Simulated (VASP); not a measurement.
A run of VASP 6.6.1:

File INCAR:

```
ALGO = Normal ; EDIFF = 1E-7
EDIFFG = -0.01 ; ENCUT = 600
GGA = PS ; IBRION = 2
ISIF = 3 ; ISMEAR = -1
LASPH = True ; LCHARG = False
LREAL = False ; LWAVE = False
NELM = 80 ; NSW = 100
PREC = Accurate ; SIGMA = 0.03
```

File KPOINTS:

```
k-points
0
Gamma
  4 4 4
```

Contents of POSCAR:

```
InGeCl5
1.0
    4.7569324600      0.0000000000      0.0000000000
    0.0000000000      4.7569324600      0.0000000000
    0.0000000000      0.0000000000      8.4217784700
In Ge Cl
1 1 5
Direct
    0.5000000000      0.5000000000      0.0000000000
    0.0000000000      0.0000000000      0.5000000000
    0.0000000000      0.5000000000      0.2963546500
    0.0000000000      0.5000000000      0.7036453500
    0.5000000000      0.0000000000      0.2963546500
    0.5000000000      0.0000000000      0.7036453500
    0.0000000000      0.0000000000      0.0000000000
```

Potentials or basis: VASP PAW PBE potentials, release 64 (In_d, Ge_d, Cl).

Run with:

```console
$ cat potpaw_PBE.64/In_d/POTCAR potpaw_PBE.64/Ge_d/POTCAR potpaw_PBE.64/Cl/POTCAR > POTCAR
$ mpirun -np 1 vasp_std > vasp.out
```

Hardware: 1 thread of Intel(R) Xeon(R) Platinum 8488C (Sapphire Rapids) (shared host).

Estimate the wall time of this run.

Run time: 44 min on 1 thread of Intel(R) Xeon(R) Platinum 8488C (Sapphire Rapids) (shared host), peak memory 0.44 GiB. Counts: scf iterations 223, k points 18, ion steps 22.
